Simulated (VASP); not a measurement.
A run of VASP 6.6.1 is set up as follows.

The input INCAR:

```
PREC     = Accurate       # precision mode
ENCUT    = 600            # plane-wave cutoff, eV
EDIFF    = 1E-7           # SCF threshold, eV
ISMEAR   = 0              # smearing method
SIGMA    = 0.02           # smearing width, eV
LREAL    = False          # projectors in reciprocal space
LASPH    = True           # aspherical terms in the spheres
NELM     = 60             # most SCF steps
ALGO     = Normal         # electronic algorithm
ISIF     = 3              # what is computed and relaxed
LWAVE    = False          # write WAVECAR
LCHARG   = False          # write CHGCAR
GGA      = PE             # functional
IBRION   = 2              # ionic algorithm
NSW      = 100            # ionic steps
EDIFFG   = -0.005         # ionic threshold
```

KPOINTS

```
regular mesh
0
Gamma
  6 6 4
```

POSCAR

```
SiO2
1.0
    5.0605222284      0.0000000000      0.0000000000
   -2.5302611142      4.3825408062      0.0000000000
    0.0000000000      0.0000000000      5.5413533100
Si O
3 6
Direct
    0.0000000000      0.5000000000      0.3333333300
    0.5000000000      0.5000000000      0.6666666700
    0.5000000000      0.0000000000      0.0000000000
    0.5827892600      0.7913946300      0.8333333300
    0.7913946300      0.5827892600      0.5000000000
    0.7913946300      0.2086053700      0.1666666700
    0.4172107400      0.2086053700      0.8333333300
    0.2086053700      0.4172107400      0.5000000000
    0.2086053700      0.7913946300      0.1666666700
```

Potentials or basis: VASP PAW PBE potentials, release 64 (Si, O).

Run with:

```sh
$ cat potpaw_PBE.64/Si/POTCAR potpaw_PBE.64/O/POTCAR > POTCAR
$ mpirun -np 1 vasp_std > vasp.out
```

**Question.** What does it give for the space group after relaxing (to 0.1 Å)?

**Answer.** P6_422 (No. 181).

**Question.** What does it give for the band gap on the k mesh?

**Answer.** 5.56 eV (least direct gap 5.74 eV).

**Question.** Predict the relaxed cell.

**Answer.** a = 5.103 Å, b = 5.103 Å, c = 5.587 Å, α = 90.00°, β = 90.00°, γ = 120.00°.

**Question.** Predict the relaxed volume.

**Answer.** 14.00 Å³/atom.

The path:
```tsv
step	energy change (eV)	largest force (eV/Å)	pressure (GPa)	volume (Å³)
1	0.0000	0.2324	4.83	122.90
2	0.0394	0.3056	-5.83	130.36
3	-0.0489	0.0076	-0.03	126.01
4	-0.0488	0.0031	0.06	125.95
5	-0.0489	0.0013	0.06	125.96
6	-0.0489	0.0028	0.05	125.99
```

A k mesh can miss the band edges.
